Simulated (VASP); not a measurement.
A run of VASP 6.6.1 is set up as follows.

INCAR

```
PREC = Accurate
ENCUT = 520
EDIFF = 1E-6
ISMEAR = 0
SIGMA = 0.02
LREAL = F
LASPH = T
NELM = 60
ALGO = Normal
ISIF = 2
LWAVE = F
LCHARG = T
GGA = PE
LELF = T
LVHAR = T
NBANDS = 51
```

KPOINTS

```
regular mesh
0
Gamma
  8 8 8
```

File POSCAR:

```
SrTiO3
1.0
   -2.8696644238      2.8696644238      4.0673486832
    2.8696644238     -2.8696644238      4.0673486832
    2.8696644238      2.8696644238     -4.0673486832
Sr Ti O
2 2 6
Direct
    0.7500000000      0.2500000000      0.5000000000
    0.2500000000      0.7500000000      0.5000000000
    0.0000000000      0.0000000000      0.0000000000
    0.5000000000      0.5000000000      0.0000000000
    0.2500000000      0.2500000000      0.0000000000
    0.7500000000      0.7500000000      0.0000000000
    0.7357297103      0.2357297103      0.9714594206
    0.2357297103      0.2642702897      0.5000000000
    0.2642702897      0.7642702897      0.0285405793
    0.7642702897      0.7357297103      0.5000000000
```

Potentials or basis: VASP PAW PBE potentials, release 64 (Sr_sv, Ti_sv, O).

Run with:

```bash
$ cat potpaw_PBE.64/Sr_sv/POTCAR potpaw_PBE.64/Ti_sv/POTCAR potpaw_PBE.64/O/POTCAR > POTCAR
$ mpirun -np 1 vasp_std > vasp.out
```

**Question.** Estimate the largest force.

**Answer.** 0.015 eV/Å.

**Question.** Predict the band gap on the k mesh.

**Answer.** 1.66 eV.

**Question.** What does it give for the pressure?

**Answer.** -12.6 GPa.

Stress tensor (GPa, compression positive):
```
-12.56   0.00   0.00
  0.00 -12.56   0.00
  0.00   0.00 -12.68
```

Caveat: the cell stands under tension. A k mesh can miss the band edges.
